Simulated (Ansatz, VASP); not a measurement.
# One calculation of Ga3Se, two programs

The input INCAR:

```
  ALGO = Normal
  EDIFF = 1E-7
  ENCUT = 520
  GGA = PE
  ISIF = 2
  ISMEAR = 0
  LASPH = True
  LCHARG = False
  LREAL = False
  LWAVE = False
  NBANDS = 30
  NELM = 100
  PREC = Accurate
  SIGMA = 0.1
```

Contents of KPOINTS:

```
k-points
0
Gamma
  4 4 4
```

The input POSCAR:

```
Ga3Se
1.0
    3.9085140800      0.0000000000      0.0000000000
    0.0000000000      3.9085140800      0.0000000000
    0.0000000000      0.0000000000      5.6306242800
Ga Se
3 1
Direct
    0.0000000000      0.5000000000      0.5000000000
    0.5000000000      0.0000000000      0.5000000000
    0.5000000000      0.5000000000      0.0000000000
    0.0000000000      0.0000000000      0.0000000000
```

Input for Ansatz:

```yaml
crystal:
  lattice:
    - [3.90851408, 0.0, 0.0]
    - [0.0, 3.90851408, 0.0]
    - [0.0, 0.0, 5.63062428]
  atoms:
    - { symbol: Ga, position: [0.0, 0.5, 0.5] }
    - { symbol: Ga, position: [0.5, 0.0, 0.5] }
    - { symbol: Ga, position: [0.5, 0.5, 0.0] }
    - { symbol: Se, position: [0.0, 0.0, 0.0] }
basis:
  ecutwfc: 420
kpoints:
  mp_grid: { grid: [4, 4, 4] }
hamiltonian:
  xc: pbe
scf:
  occupations: { method: gaussian, width: 0.1 }
  lower_state_search: "off"
output:
  forces: true
  stress: true
  eigenvalues: true
```

Alike in both runs: task single point; functional PBE; k mesh 4 × 4 × 4; occupations gaussian, width 0.1 eV; no spin polarisation.

|  | VASP | Ansatz |
| --- | --- | --- |
| version | VASP 6.6.1 | Ansatz 0.2.0 |
| potentials or method | VASP PAW PBE potentials, release 64 (Ga_d, Se), cutoff 520 eV | scalar-relativistic, plane waves, PAW |
| valence electrons in the cell | 45 | 55 |

|  | VASP | Ansatz | Ansatz less VASP |
| --- | --- | --- | --- |
| gap on the k mesh at the Fermi level (eV) | none | none | - |
| pressure (GPa) | 0.6 | 0.6 | -0.08 |
| traceless stress, the component that is largest in VASP (GPa) | -3.73 | -3.67 | +0.058 |

A gap of «none» marks a metal or a gap that the smearing closes. VASP's potentials hold 45 valence electrons a cell and Ansatz's 55, so a difference there can come from the potentials and not from the codes.

The k mesh is coarse, so the values compare programs but aren't converged.
